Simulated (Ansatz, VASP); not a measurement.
**Two plane-wave programs on C**

INCAR

```
SYSTEM = C
  PREC = Accurate
  ENCUT = 520
  EDIFF = 1E-6
  ISMEAR = 0
  SIGMA = 0.05
  LREAL = .False.
  LASPH = .True.
  NELM = 80
  ALGO = Normal
  ISIF = 2
  LWAVE = .False.
  LCHARG = .False.
  GGA = PE
  NBANDS = 11
```

File KPOINTS:

```
regular mesh
0
Gamma
  12 12 12
  0 0 0
```

POSCAR

```
C
1.0
    0.0000000000      1.6942300000      1.7834000000
    1.6942300000      0.0000000000      1.7834000000
    1.6942300000      1.6942300000      0.0000000000
C
2
Direct
    0.5000000000      0.5000000000      0.5000000000
    0.7500000000      0.7500000000      0.7500000000
```

Input for Ansatz:

```yaml
crystal:
  lattice:
    - [0.0, 1.69423, 1.7834]
    - [1.69423, 0.0, 1.7834]
    - [1.69423, 1.69423, 0.0]
  atoms:
    - { symbol: C, position: [0.5, 0.5, 0.5] }
    - { symbol: C, position: [0.75, 0.75, 0.75] }
basis:
  ecutwfc: 420
kpoints:
  mp_grid: { grid: [12, 12, 12] }
hamiltonian:
  xc: pbe
scf:
  occupations: { method: gaussian, width: 0.05 }
output:
  forces: true
  stress: true
  eigenvalues: true
```

Change from the starting cell: strain -0.0500 x Voigt [1, 1, 0, 0, 0, 0], atoms carried along.

Alike in both runs: task single point; functional PBE; k mesh 12 × 12 × 12; occupations gaussian, width 0.05 eV; no spin polarisation.

|  | VASP | Ansatz |
| --- | --- | --- |
| version | VASP 6.6.1 | Ansatz 0.2.0 |
| potentials or method | VASP PAW PBE potentials, release 64 (C), cutoff 520 eV | scalar-relativistic, plane waves, PAW |
| valence electrons in the cell | 8 | 8 |

Ansatz gave:

* gap on the k mesh at the Fermi level (eV): 3.71
* least direct gap on the mesh (eV): 5.39
* pressure (GPa): 56.1
* traceless stress, the component that is largest in VASP (GPa): -37.29

Task: What did VASP give for the same quantities?

Result: gap on the k mesh at the Fermi level (eV): 3.70; least direct gap on the mesh (eV): 5.39; pressure (GPa): 57.2; traceless stress, the component that is largest in VASP (GPa): -37.24.

Both programs put the cell under a high pressure, so it lies far from rest at this level. The functional is the same, so the differences come from potentials, cutoffs and numerics.
